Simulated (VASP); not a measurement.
Input of a VASP 6.6.1 run:

Contents of POSCAR:

```
B6As
1.0
    3.0661280426      1.7702298508      3.9651959123
   -3.0661280426      1.7702298508      3.9651959123
    0.0000000000     -3.5404597016      3.9651959123
B As
12 2
Direct
    0.0151018143      0.0151018143      0.3249404240
    0.0151018143      0.3249404240      0.0151018143
    0.8217379163      0.2727458778      0.8217379163
    0.8217379163      0.8217379163      0.2727458778
    0.2727458778      0.8217379163      0.8217379163
    0.7272541222      0.1782620837      0.1782620837
    0.1782620837      0.7272541222      0.1782620837
    0.1782620837      0.1782620837      0.7272541222
    0.9848981857      0.6750595760      0.9848981857
    0.9848981857      0.9848981857      0.6750595760
    0.6750595760      0.9848981857      0.9848981857
    0.3249404240      0.0151018143      0.0151018143
    0.6003546060      0.6003546060      0.6003546060
    0.3996453940      0.3996453940      0.3996453940
```

File INCAR.step1:

```
PREC     = Accurate       # precision mode
ENCUT    = 550            # plane-wave cutoff, eV
ISMEAR   = 0              # smearing method
SIGMA    = 0.02           # smearing width, eV
LREAL    = F              # projectors in reciprocal space
LASPH    = T              # aspherical terms in the spheres
NELM     = 120            # most SCF steps
NBANDS   = 36             # bands
GGA      = PE             # functional
ALGO     = Normal         # electronic algorithm
EDIFF    = 1E-5           # SCF threshold, eV
LWAVE    = T              # write WAVECAR
LCHARG   = F              # write CHGCAR
GGA_COMPAT= F
```

Contents of INCAR.step2:

```
PREC     = Accurate       # precision mode
ENCUT    = 550            # plane-wave cutoff, eV
EDIFF    = 1E-6           # SCF threshold, eV
ISMEAR   = 0              # smearing method
SIGMA    = 0.02           # smearing width, eV
LREAL    = F              # projectors in reciprocal space
LASPH    = T              # aspherical terms in the spheres
NELM     = 120            # most SCF steps
ALGO     = Normal         # electronic algorithm
ISIF     = 2              # what is computed and relaxed
LWAVE    = F              # write WAVECAR
LCHARG   = F              # write CHGCAR
METAGGA  = R2SCAN         # meta-GGA
LMIXTAU  = T            
NBANDS   = 36             # bands
ISTART   = 1            
GGA_COMPAT= F
```

File KPOINTS:

```
Automatic mesh
0
Gamma
  6 6 6
```

Potentials or basis: VASP PAW PBE potentials, release 64 (B, As).

Launch:

```bash
$ cat potpaw_PBE.64/B/POTCAR potpaw_PBE.64/As/POTCAR > POTCAR
$ cp INCAR.step1 INCAR
$ mpirun -np 1 vasp_std > vasp.out
$ cp INCAR.step2 INCAR
$ mpirun -np 1 vasp_std > vasp.out
```

**Question.** Predict the band gap on the k mesh.

**Answer.** 2.88 eV (least direct gap 2.98 eV).

**Question.** What does it give for the largest force?

**Answer.** 0.016 eV/Å.

**Question.** What does it give for the pressure?

**Answer.** 0.2 GPa.

Forces in eV/Å, atoms in the order of the input:
```
B    0.000 -0.003  0.010
B   -0.003  0.002  0.010
B    0.005 -0.003  0.001
B    0.000  0.005  0.001
B   -0.005 -0.003  0.001
B    0.005  0.003 -0.001
B   -0.005  0.003 -0.001
B    0.000 -0.005 -0.001
B    0.003 -0.002 -0.010
B    0.000  0.003 -0.010
B   -0.003 -0.002 -0.010
B    0.003  0.002  0.010
As   0.000  0.000  0.016
As   0.000  0.000 -0.016
```

Caveat: the PAW data sets were made with another functional, which shifts forces and pressure a little. A k mesh can miss the band edges.
